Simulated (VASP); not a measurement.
Y: single point with PBEsol

Crystal: Y.

```
Y
1.0
     0.00000    2.70262    2.70262
     2.70262    0.00000    2.70262
     2.70262    2.70262    0.00000
Y
2
Cartesian
  5.4052 5.4052 5.4052
  1.3513 1.3513 1.3513
```

This isn't the form of Y at room conditions, which is hcp.

| Item | Value |
| --- | --- |
| Program | VASP 6.6.1 |
| Task | single point |
| Functional | PBEsol |
| Potentials or basis | VASP PAW PBE potentials, release 64 (Y_sv) |
| Cutoff | 500 eV |
| k mesh | 11 × 11 × 11 |
| Occupations | fermi-dirac, width 0.05 eV |
| Spin | no spin polarisation |
| Dipole correction | no |
| Further INCAR settings | ALGO = Normal; EDIFF = 1e-06; NBANDS = 18 |

```json
{"Pressure": "40.1 GPa", "Band gap on the k mesh": "zero (bands 11 and 12 overlap by 1.13 eV)"}
```

Levels at points of the mesh, in eV from the Fermi level:
| k point | band 9 | band 10 | band 11 | band 12 | band 13 | band 14 |
| --- | --- | --- | --- | --- | --- | --- |
| (0.00, 0.00, 0.00) | -4.47 | -1.76 | -1.76 | 1.02 | 1.02 | 1.02 |

Wall time 38 s on 1 thread of Intel(R) Xeon(R) Platinum 8488C (Sapphire Rapids) (shared host), peak memory 0.18 GiB.

Caveat: the cell stands under pressure; the PAW data sets were made with another functional, which shifts forces and pressure a little.
